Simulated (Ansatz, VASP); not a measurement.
## One calculation of Sc4SiN, two programs

```
CELL_PARAMETERS angstrom
2.94627 0.00000 0.00000
0.00000 2.94627 0.00000
0.00000 0.00000 11.84195
ATOMIC_POSITIONS crystal
Sc 0.50000 0.50000 0.10857
Sc 0.00000 0.00000 0.65743
Sc 0.00000 0.00000 0.34257
Sc 0.50000 0.50000 0.89143
Si 0.50000 0.50000 0.50000
N 0.00000 0.00000 0.00000
```

Change from the starting cell: species swapped into the Hf4AgPd type (P4/mmm, No. 123).

Alike in both runs: functional PBE; k mesh 6 × 6 × 2; occupations gaussian, width 0.1 eV; no spin polarisation.

Ansatz relaxed the structure, and its values are those at the end. VASP's run is a single point on that final structure, the one shown.

|  | VASP | Ansatz |
| --- | --- | --- |
| version | VASP 6.6.1 | Ansatz 0.2.0 |
| potentials or method | VASP PAW PBE potentials, release 64 (Sc_sv, Si, N), cutoff 520 eV | scalar-relativistic, plane waves, PAW |
| valence electrons in the cell | 53 | 53 |

```csv
,VASP,Ansatz,Ansatz less VASP
gap on the k mesh at the Fermi level (eV),none,none,-
pressure (GPa),0.3,0.0,-0.27
rms of the force components (eV/Å),0.017,0.002,-0.0148
```

A gap of «none» marks a metal or a gap that the smearing closes.
